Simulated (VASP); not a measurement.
# VMo3S8 (P1) in VASP: single point with PBE

Aim: the single point of VMo3S8 with PBE.

Program: VASP 6.6.1. These are calculated values, not measurements. Logs are shortened: lines on timing, memory, paths and dates and some standing lists are left out, and cuts for length are marked.

## Step 1: The cell of the first run

The typed cell holds 12 atoms: a = 3.189 Å, b = 3.189 Å, c = 27.951 Å, α = 90.22°, β = 89.71°, γ = 119.99°.

## Step 2: Single point, PBE

Contents of INCAR:

```
PREC = Accurate
ENCUT = 520
EDIFF = 1E-7
ISMEAR = 0
SIGMA = 0.2
LREAL = F
LASPH = T
NELM = 100
ALGO = Normal
ISIF = 2
LWAVE = F
LCHARG = F
GGA = PE
NBANDS = 64
```

Contents of KPOINTS:

```
Automatic mesh
0
Gamma
  6 6 1
```

Contents of POSCAR:

```
VMo3S8
1.0
    3.1887995682      0.0003271235      0.0084327255
   -1.5940077510      2.7615676219     -0.0059124813
    0.0692842064     -0.0260680862     27.9512335544
V Mo S
1 3 8
Direct
   -0.0163425969      0.0068311302      0.0004971909
   -0.0137511161     -0.0042523127      0.2442723126
    0.0016537269      0.0014749397      0.5000806895
    0.0282774700     -0.0038999211      0.7551530735
    0.6553349325      0.3282952856      0.1875309265
    0.6703686047      0.3340014639      0.4433677877
    0.6970747827      0.3286485101      0.6984646678
    0.6521318717      0.3388180285      0.9480321995
    0.3148452805      0.6738013294      0.0529564321
    0.3175140178      0.6634712508      0.3009682878
    0.3331157306      0.6692041614      0.5567888880
    0.3597772956      0.6636061345      0.8118875439
```

Potentials or basis: VASP PAW PBE potentials, release 64 (V_sv, Mo_sv, S).

On the command line:

```bash
> cat potpaw_PBE.64/V_sv/POTCAR potpaw_PBE.64/Mo_sv/POTCAR potpaw_PBE.64/S/POTCAR > POTCAR
> mpirun -np 1 vasp_std > vasp.out
```

OUTCAR:

```text
PREC = Accurate
   ENCUT = 520
   EDIFF = 1E-7
   ISMEAR = 0
   LREAL = F
   LASPH = T
   NELM = 100
   ISIF = 2
   GGA = PE

 ion  position               nearest neighbor table
   1  0.984  0.007  0.000-   9 2.35   8 2.35   8 2.35   9 2.35   9 2.35   8 2.35
   2  0.986  0.996  0.244-  10 2.43  10 2.43   5 2.43  10 2.43   5 2.43   5 2.43
   3  0.002  0.001  0.500-  11 2.43   6 2.43  11 2.43   6 2.43   6 2.43  11 2.43
   4  0.028  0.996  0.755-   7 2.43   7 2.43   7 2.43  12 2.43  12 2.43  12 2.43
   5  0.655  0.328  0.188-   2 2.43   2 2.43   2 2.43
   6  0.670  0.334  0.443-   3 2.43   3 2.43   3 2.43
   7  0.697  0.329  0.698-   4 2.43   4 2.43   4 2.43
   8  0.652  0.339  0.948-   1 2.35   1 2.35   1 2.35
   9  0.315  0.674  0.053-   1 2.35   1 2.35   1 2.35
  10  0.318  0.663  0.301-   2 2.43   2 2.43   2 2.43
  11  0.333  0.669  0.557-   3 2.43   3 2.43   3 2.43
  12  0.360  0.664  0.812-   4 2.43   4 2.43   4 2.43

  LATTYP: Found a triclinic cell.
 ALAT       =     3.1888107351
 B/A-ratio  =     1.0001433722
 C/A-ratio  =     8.7654407557
 COS(alpha) =     0.0012220695
 COS(beta)  =     0.0051231043
 COS(gamma) =     0.5001386728

  Lattice vectors:

 A1 = (   3.1887995682,   0.0003271235,   0.0084327255)
 A2 = (   1.5947918172,   2.7618947454,   0.0025202442)
 A3 = (   0.0692842064,  -0.0260680862,  27.9512335544)

Analysis of symmetry for initial positions (statically):
=====================================================================
 Subroutine PRICEL returns:
 Original cell was already a primitive cell.

 Routine SETGRP: Setting up the symmetry group for a
 triclinic supercell.

 Subroutine GETGRP returns: Found  1 space group operations
 (whereof  1 operations were pure point group operations)
 out of a pool of  2 trial point group operations.

The static configuration has the point symmetry C_1 .

Analysis of symmetry for dynamics (positions and initial velocities):
=====================================================================
 Subroutine PRICEL returns:
 Original cell was already a primitive cell.

 Routine SETGRP: Setting up the symmetry group for a
 triclinic supercell.

 Subroutine GETGRP returns: Found  1 space group operations
 (whereof  1 operations were pure point group operations)
 out of a pool of  2 trial point group operations.

The dynamic configuration has the point symmetry C_1 .

 Subroutine INISYM returns: Found  1 space group operations
 (whereof  1 operations are pure point group operations),
 and found     1 'primitive' translations

----------------------------------------------------------------------------------------

                                     Primitive cell

  volume of cell :     246.1538

  direct lattice vectors                    reciprocal lattice vectors
     3.188799568  0.000327124  0.008432726     0.313580675  0.181000974 -0.000608483
    -1.594007751  2.761567622 -0.005912481    -0.000038039  0.362091935  0.000337791
     0.069284206 -0.026068086 27.951233554    -0.000094614  0.000021986  0.035776851

  length of vectors
     3.188810735  3.188597089 27.951331579     0.362069831  0.362092094  0.035776983

  position of ions in fractional coordinates (direct lattice)
     0.983657403  0.006831130  0.000497191
     0.986248884  0.995747687  0.244272313
     0.001653727  0.001474940  0.500080690
     0.028277470  0.996100079  0.755153073
     0.655334932  0.328295286  0.187530927
     0.670368605  0.334001464  0.443367788
     0.697074783  0.328648510  0.698464668
     0.652131872  0.338818029  0.948032199
     0.314845281  0.673801329  0.052956432
     0.317514018  0.663471251  0.300968288
     0.333115731  0.669204161  0.556788888
     0.359777296  0.663606135  0.811887544

  ion indices of the primitive-cell ions
   primitive index   ion index
                 1           1
                 2           2
                 3           3
                 4           4
                 5           5
                 6           6
                 7           7
                 8           8
                 9           9
                10          10
                11          11
                12          12

----------------------------------------------------------------------------------------

 KPOINTS: Automatic mesh

Automatic generation of k-mesh.
 Grid dimensions read from file:
 generate k-points for:    6    6    1

 Generating k-lattice:

  Cartesian coordinates                     Fractional coordinates (reciprocal lattice)
     0.052263446  0.030166829 -0.000101414     0.166666667 -0.000000000 -0.000000000
    -0.000006340  0.060348656  0.000056299    -0.000000000  0.166666667 -0.000000000
    -0.000094614  0.000021986  0.035776851    -0.000000000  0.000000000  1.000000000

  Length of vectors
     0.060344972  0.060348682  0.035776983

  Shift w.r.t. Gamma in fractional coordinates (k-lattice)
     0.000000000  0.000000000  0.000000000

 Subroutine IBZKPT returns following result:
 ===========================================

 Found     20 irreducible k-points:

 Following reciprocal coordinates:
            Coordinates               Weight
  0.000000  0.000000  0.000000      1.000000
  0.166667  0.000000  0.000000      2.000000
  0.333333  0.000000 -0.000000      2.000000
  0.500000  0.000000 -0.000000      1.000000
 -0.000000  0.166667  0.000000      2.000000
  0.166667  0.166667  0.000000      2.000000
[... 12 lines left out ...]
  0.333333  0.500000  0.000000      2.000000
  0.500000  0.500000  0.000000      1.000000
   k-points           NKPTS =     20   k-points in BZ     NKDIM =     20   number of bands    NBANDS=     64
   number of dos      NEDOS =    301   number of ions     NIONS =     12
   total plane-waves  NPLWV = 120960
   dimension x,y,z NGX =    24 NGY =   24 NGZ =  210
   dimension x,y,z NGXF=    48 NGYF=   48 NGZF=  420
   ions per type =               1   3   8
   NGX,Y,Z   is equivalent  to a cutoff of  12.51, 12.51, 12.49 a.u.
   NGXF,Y,Z  is equivalent  to a cutoff of  25.02, 25.03, 24.98 a.u.
 SYSTEM =  unknown system
   PREC   = accura    normal or accurate (medium, high low for compatibility)
   ISTART =      0    job   : 0-new  1-cont  2-samecut
   ICHARG =      2    charge: 1-file 2-atom 10-const
   ISPIN  =      1    spin polarized calculation?
   LNONCOLLINEAR =      F non collinear calculations
   LSORBIT =      F    spin-orbit coupling
   LASPH  =      T    aspherical Exc in radial PAW
   ENCUT  =  520.0 eV  38.22 Ry    6.18 a.u.   5.93  5.93 51.97*2*pi/ulx,y,z
   NELM   =    100;   NELMIN=  2; NELMDL= -5     # of ELM steps
   EDIFF  = 0.1E-06   stopping-criterion for ELM
   LREAL  =      F    real-space projection
   EDIFFG = 0.1E-05   stopping-criterion for IOM
   NSW    =      0    number of steps for IOM
   IBRION =     -1    ionic relax: 0-MD 1-quasi-New 2-CG
   NFREE  =      0    steps in history (QN), initial steepest desc. (CG)
   ISIF   =      2    stress and relaxation
   ISYM   =      2    0-nonsym 1-usesym 2-fastsym
   POTIM  = 0.5000    time-step for ionic-motion
   TEBEG  =    0.0;   TEEND  =   0.0 temperature during run
   PSTRESS=    0.0 pullay stress
   NELECT =     103.0000    total number of electrons
   NUPDOWN=      -1.0000    fix difference up-down
   EMIN   =  10.00;   EMAX   =-10.00  energy-range for DOS
   EFERMI =   0.00;   METHOD = LEGACY
   ISMEAR =     0;   SIGMA  =   0.20  broadening in eV -4-tet -1-fermi 0-gaus
   EFERMI_NEDOS =   21; number of points for ismear=-14 and -15
   IALGO  =     38    algorithm
   IMIX   =      4    mixing-type and parameters
     AMIX     =   0.40;   BMIX     =  1.00
     AMIX_MAG =   1.60;   BMIX_MAG =  1.00
  volume/ion in A,a.u.               =      20.51       138.43
  Fermi-wavevector in a.u.,A,eV,Ry     =   1.224480  2.313932 20.399916  1.499352
  Thomas-Fermi vector in A             =   2.359553
   LORBIT       =      0    0 simple, 1 ext, 2 COOP (PROOUT), +10 PAW based schemes
   GGA     = PE    functional components
   LHFCALC =     F    Hartree Fock is set to
   AEXX    =    0.0000 exact exchange contribution
   IVDW    =     0    specifies the selected vdW correction
   LEPSILON=     F    determine dielectric tensor
   LRPA    =     F    only Hartree local field effects (RPA)
 non-spin polarized calculation
 Gauss-broadening in eV      SIGMA  =   0.20
  energy-cutoff  :      520.00
  volume of cell :      246.15
 maximum number of plane-waves:      6661
   NGX = 11   NGY = 11   NGZ =103

 number of electron     103.0000001 magnetization

 Free energy of the ion-electron system (eV)
  ---------------------------------------------------
  ext. energy  EPLUGINS =         0.00000000
  ---------------------------------------------------
  free energy    TOTEN  =       -83.04015164 eV

  energy without entropy =      -82.94878605  energy(sigma->0) =      -82.99446885

 E-fermi :   5.5827     XC(G=0):  -9.7578

 val. band max:        5.5098325635   @ k =   0.0000   0.0000   0.0000
 cond. band min:       5.6092542090   @ k =  -0.1667   0.3333   0.0000
 fundamental gap:      0.0994216455
 Fermi energy:         5.5826858317

 k-point     1 :       0.0000    0.0000    0.0000
  band No.  band energies     occupation
      1     -59.2763      2.00000
      2     -56.1074      2.00000
      3     -56.1019      2.00000
      4     -56.1018      2.00000
      5     -33.1063      2.00000
      6     -33.1062      2.00000
[... 55 lines left out ...]
     62       8.8402      0.00000
     63       8.9026      0.00000

 k-point     2 :       0.1667    0.0000    0.0000
  band No.  band energies     occupation
      1     -59.2726      2.00000
      2     -56.0984      2.00000
      3     -56.0929      2.00000
      4     -56.0927      2.00000
      5     -33.1416      2.00000
      6     -33.1144      2.00000
[... 1187 lines left out ...]
      6     -33.1392      2.00000
[... 55 lines left out ...]
     62       9.0598      0.00000
     63       9.0679      0.00000
 [bands above 63 left out]

------------------------ aborting loop because EDIFF is reached ----------------------------------------

  FORCE on cell =-STRESS in cart. coord.  units (eV):
  Direction    XX          YY          ZZ          XY          YZ          ZX
  --------------------------------------------------------------------------------------
  -------------------------------------------------------------------------------------
  Total       -0.1057017     -0.1175123     -0.2635566     -0.0252271     -0.0034964      0.0059673
  in kB       -0.6879963     -0.7648699     -1.7154500     -0.1641993     -0.0227577      0.0388402
  external PRESSURE =      -1.0561054 kB  Pullay stress =       0.0000000 kB

 VOLUME and BASIS-vectors are now :
 -----------------------------------------------------------------------------
  energy-cutoff  :      520.00
  volume of cell :      246.15
      direct lattice vectors                 reciprocal lattice vectors
     3.188799568  0.000327124  0.008432726     0.313580675  0.181000974 -0.000608483
    -1.594007751  2.761567622 -0.005912481    -0.000038039  0.362091935  0.000337791
     0.069284206 -0.026068086 27.951233554    -0.000094614  0.000021986  0.035776851

 POSITION                                       TOTAL-FORCE (eV/Angst)
 -----------------------------------------------------------------------------------
      3.12583      0.01917      0.02215         0.000445     -0.002104      0.000696
      1.57464      2.74378      6.83014         0.002399      0.002982     -0.018825
      0.03757     -0.00896     13.97788         0.000759      0.002823     -0.001210
     -1.44530      2.73112     21.10181         0.002420      0.000670      0.017665
      1.57942      0.90194      5.24531        -0.006714     -0.000153      0.028224
      1.63599      0.91103     12.39635         0.001399     -0.000026      0.012527
      1.74736      0.88961     19.52688         0.001420     -0.001701      0.007016
      1.60512      0.91117     26.50217        -0.000812      0.000798      0.008412
     -0.06640      1.85947      1.47887         0.001530      0.000285     -0.009815
     -0.02424      1.82448      8.41119         0.003998     -0.002318     -0.009553
      0.03410      1.83365     15.56179        -0.002031     -0.002575     -0.011834
      0.14572      1.81155     22.69237        -0.004814      0.001318     -0.023303
 -----------------------------------------------------------------------------------
    total drift:                                0.000073     -0.000503     -0.000053

  FREE ENERGIE OF THE ION-ELECTRON SYSTEM (eV)
  ---------------------------------------------------
  free  energy   TOTEN  =       -83.0401516411 eV

  energy  without entropy=      -82.9487860508  energy(sigma->0) =      -82.99446885
```

Wall time 8.1 min (1 thread of AMD EPYC 9R45 (Zen 5), shared host); peak memory 0.45 GiB.

What came out:

- Free energy: -83.0402 eV
- Pressure: -0.1 GPa
- Largest force: 0.029 eV/Å
- Band gap on the k mesh: zero (an odd number of electrons rules out a gap without spin polarisation)

Forces on the atoms (eV/Å):
```
V    0.000 -0.002  0.001
Mo   0.002  0.003 -0.019
Mo   0.001  0.003 -0.001
Mo   0.002  0.001  0.018
S   -0.007  0.000  0.028
S    0.001  0.000  0.013
S    0.001 -0.002  0.007
S   -0.001  0.001  0.008
S    0.002  0.000 -0.010
S    0.004 -0.002 -0.010
S   -0.002 -0.003 -0.012
S   -0.005  0.001 -0.023
```

Stress tensor (GPa, compression positive):
```
-0.07 -0.02  0.00
-0.02 -0.08  0.00
 0.00  0.00 -0.17
```

Caveat: the k points lie up to 0.38 Å⁻¹ apart, too coarse for converged energies and pressures of a metal; the run has no spin polarisation, though such a crystal can be magnetic.

The gap in the log of VASP goes by the Fermi energy; the results here count the filled bands.